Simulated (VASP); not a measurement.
# Ru2C (P6/mmm) in VASP: single point with PBE

Aim: the single point of Ru2C with PBE.

Program: VASP 6.6.1. These are calculated values, not measurements. Logs are shortened: lines on timing, memory, paths and dates and some standing lists are left out, and cuts for length are marked.

## 1. The cell of the first run

Symmetry: P6/mmm, No. 191, hexagonal system. The conventional cell has a = 4.070 Å, b = 4.070 Å, c = 2.635 Å, α = 90.00°, β = 90.00°, γ = 120.00°. Ru (site symmetry -6m2) has 5 Ru at 2.35 to 2.64 Å and 6 C at 2.69 Å within 3.1 Å. C (site symmetry 6/mmm) has 2 C at 2.64 Å and 12 Ru at 2.69 Å within 3.5 Å.

## 2. Single point, PBE

INCAR reads:

```
  ALGO = Normal
  EDIFF = 1E-6
  ENCUT = 700
  GGA = PE
  GGA_COMPAT = F
  ISIF = 2
  ISMEAR = 0
  LASPH = T
  LCHARG = F
  LREAL = F
  LWAVE = F
  NBANDS = 25
  NELM = 120
  PREC = Accurate
  SIGMA = 0.1
```

KPOINTS reads:

```
k-points
0
Gamma
  6 6 6
```

POSCAR reads:

```
Ru2C
1.0
    4.0702093443      0.0000000000      0.0000000000
   -2.0351046722      3.5249046909      0.0000000000
    0.0000000000      0.0000000000      2.6351784689
Ru C
2 1
Direct
    0.3333333333      0.6666666667      0.5000000000
    0.6666666667      0.3333333333      0.5000000000
    0.0000000000      0.0000000000      0.0000000000
```

Potentials or basis: VASP PAW PBE potentials, release 64 (Ru_sv, C).

On the command line:

```console
> cat potpaw_PBE.64/Ru_sv/POTCAR potpaw_PBE.64/C/POTCAR > POTCAR
> mpirun -np 1 vasp_std > vasp.out
```

OUTCAR:

```text
EDIFF = 1E-6
   ENCUT = 700
   GGA = PE
   ISIF = 2
   ISMEAR = 0
   LASPH = T
   LREAL = F
   NELM = 120
   PREC = Accurate

 ion  position               nearest neighbor table
   1  0.333  0.667  0.500-   2 2.35   2 2.35   2 2.35
   2  0.667  0.333  0.500-   1 2.35   1 2.35   1 2.35
   3  0.000  0.000  0.000-

  LATTYP: Found a hexagonal cell.
 ALAT       =     4.0702093443
 C/A-ratio  =     0.6474306961

  Lattice vectors:

 A1 = (   4.0702093443,   0.0000000000,   0.0000000000)
 A2 = (  -2.0351046722,   3.5249046909,   0.0000000000)
 A3 = (   0.0000000000,   0.0000000000,   2.6351784689)

Analysis of symmetry for initial positions (statically):
=====================================================================
 Subroutine PRICEL returns:
 Original cell was already a primitive cell.

 Routine SETGRP: Setting up the symmetry group for a
 hexagonal supercell.

 Subroutine GETGRP returns: Found 24 space group operations
 (whereof 24 operations were pure point group operations)
 out of a pool of 24 trial point group operations.

The static configuration has the point symmetry D_6h.

Analysis of symmetry for dynamics (positions and initial velocities):
=====================================================================
 Subroutine PRICEL returns:
 Original cell was already a primitive cell.

 Routine SETGRP: Setting up the symmetry group for a
 hexagonal supercell.

 Subroutine GETGRP returns: Found 24 space group operations
 (whereof 24 operations were pure point group operations)
 out of a pool of 24 trial point group operations.

The dynamic configuration has the point symmetry D_6h.

 Subroutine INISYM returns: Found 24 space group operations
 (whereof 24 operations are pure point group operations),
 and found     1 'primitive' translations

----------------------------------------------------------------------------------------

                                     Primitive cell

  volume of cell :      37.8072

  direct lattice vectors                    reciprocal lattice vectors
[... 81 lines left out ...]
   ISTART =      0    job   : 0-new  1-cont  2-samecut
   ICHARG =      2    charge: 1-file 2-atom 10-const
   ISPIN  =      1    spin polarized calculation?
   LNONCOLLINEAR =      F non collinear calculations
   LSORBIT =      F    spin-orbit coupling
   LASPH  =      T    aspherical Exc in radial PAW
   ENCUT  =  700.0 eV  51.45 Ry    7.17 a.u.   8.78  8.78  5.68*2*pi/ulx,y,z
   NELM   =    120;   NELMIN=  2; NELMDL= -5     # of ELM steps
   EDIFF  = 0.1E-05   stopping-criterion for ELM
   LREAL  =      F    real-space projection
   EDIFFG = 0.1E-04   stopping-criterion for IOM
   NSW    =      0    number of steps for IOM
   IBRION =     -1    ionic relax: 0-MD 1-quasi-New 2-CG
   NFREE  =      0    steps in history (QN), initial steepest desc. (CG)
   ISIF   =      2    stress and relaxation
   ISYM   =      2    0-nonsym 1-usesym 2-fastsym
   POTIM  = 0.5000    time-step for ionic-motion
   TEBEG  =    0.0;   TEEND  =   0.0 temperature during run
   PSTRESS=    0.0 pullay stress
   NELECT =      36.0000    total number of electrons
   NUPDOWN=      -1.0000    fix difference up-down
   EMIN   =  10.00;   EMAX   =-10.00  energy-range for DOS
   EFERMI =   0.00;   METHOD = LEGACY
   ISMEAR =     0;   SIGMA  =   0.10  broadening in eV -4-tet -1-fermi 0-gaus
   EFERMI_NEDOS =   21; number of points for ismear=-14 and -15
   IALGO  =     38    algorithm
   IMIX   =      4    mixing-type and parameters
     AMIX     =   0.40;   BMIX     =  1.00
     AMIX_MAG =   1.60;   BMIX_MAG =  1.00
  volume/ion in A,a.u.               =      12.60        85.05
  Fermi-wavevector in a.u.,A,eV,Ry     =   1.610587  3.043569 35.293398  2.593992
  Thomas-Fermi vector in A             =   2.706114
   LORBIT       =      0    0 simple, 1 ext, 2 COOP (PROOUT), +10 PAW based schemes
   GGA     = PE    functional components
   LHFCALC =     F    Hartree Fock is set to
   AEXX    =    0.0000 exact exchange contribution
   IVDW    =     0    specifies the selected vdW correction
   LEPSILON=     F    determine dielectric tensor
   LRPA    =     F    only Hartree local field effects (RPA)
 non-spin polarized calculation
 Gauss-broadening in eV      SIGMA  =   0.10
  energy-cutoff  :      700.00
  volume of cell :       37.81
 maximum number of plane-waves:      1613
 NGX is ok and might be reduce to    36
   NGX = 17   NGY = 17   NGZ = 11

 number of electron      35.9999993 magnetization

 Free energy of the ion-electron system (eV)
  ---------------------------------------------------
  ext. energy  EPLUGINS =         0.00000000
  ---------------------------------------------------
  free energy    TOTEN  =       -21.81674755 eV

  energy without entropy =      -21.80167761  energy(sigma->0) =      -21.80921258

 E-fermi :  12.0998     XC(G=0): -13.2481

 val. band max:       12.0758670181   @ k =   0.1667   0.1667   0.3333
 cond. band min:      12.1742991055   @ k =   0.0000   0.0000   0.1667
 fundamental gap:      0.0984320874
 Fermi energy:        12.0997698382

 k-point     1 :       0.0000    0.0000    0.0000
  band No.  band energies     occupation
      1     -61.1613      2.00000
      2     -60.7579      2.00000
      3     -31.6809      2.00000
      4     -31.6809      2.00000
      5     -30.6431      2.00000
      6     -30.4820      2.00000
[... 661 lines left out ...]
     24      19.5766      0.00000
     25      20.6450      0.00000

 [... further k-points ...]

------------------------ aborting loop because EDIFF is reached ----------------------------------------

  FORCE on cell =-STRESS in cart. coord.  units (eV):
  Direction    XX          YY          ZZ          XY          YZ          ZX
  --------------------------------------------------------------------------------------
  -------------------------------------------------------------------------------------
  Total       -0.0759781     -0.0759781     -0.0434203      0.0000000     -0.0000000     -0.0000000
  in kB       -3.2197705     -3.2197705     -1.8400488      0.0000000     -0.0000000     -0.0000000
  external PRESSURE =      -2.7598632 kB  Pullay stress =       0.0000000 kB

 VOLUME and BASIS-vectors are now :
 -----------------------------------------------------------------------------
  energy-cutoff  :      700.00
  volume of cell :       37.81
      direct lattice vectors                 reciprocal lattice vectors
     4.070209344  0.000000000  0.000000000     0.245687609  0.141847807  0.000000000
    -2.035104672  3.524904691  0.000000000     0.000000000  0.283695614  0.000000000
     0.000000000  0.000000000  2.635178469     0.000000000  0.000000000  0.379480939

 POSITION                                       TOTAL-FORCE (eV/Angst)
 -----------------------------------------------------------------------------------
     -0.00000      2.34994      1.31759         0.000000     -0.000000      0.000000
      2.03510      1.17497      1.31759        -0.000000      0.000000     -0.000000
      0.00000      0.00000      0.00000        -0.000000     -0.000000     -0.000000
 -----------------------------------------------------------------------------------
    total drift:                                0.000000     -0.000000     -0.000000

  FREE ENERGIE OF THE ION-ELECTRON SYSTEM (eV)
  ---------------------------------------------------
  free  energy   TOTEN  =       -21.8167475541 eV

  energy  without entropy=      -21.8016776053  energy(sigma->0) =      -21.80921258
```

Run time: 40 s. Hardware: 1 thread of Intel Xeon Platinum 8259CL at 2.50GHz (Skylake/Cascade Lake), shared host; peak memory 0.19 GiB.

What came out:

```
Free energy            : -21.8167 eV
Pressure               : -0.3 GPa
Band gap on the k mesh : zero (bands 18 and 19 overlap by 1.26 eV)
```

Stress tensor (GPa, compression positive):
```
-0.32  0.00  0.00
 0.00 -0.32  0.00
 0.00  0.00 -0.18
```

Caveat: the k points lie up to 0.40 Å⁻¹ apart, too coarse for converged energies and pressures of a metal.

The gap in the log of VASP goes by the Fermi energy; the results here count the filled bands.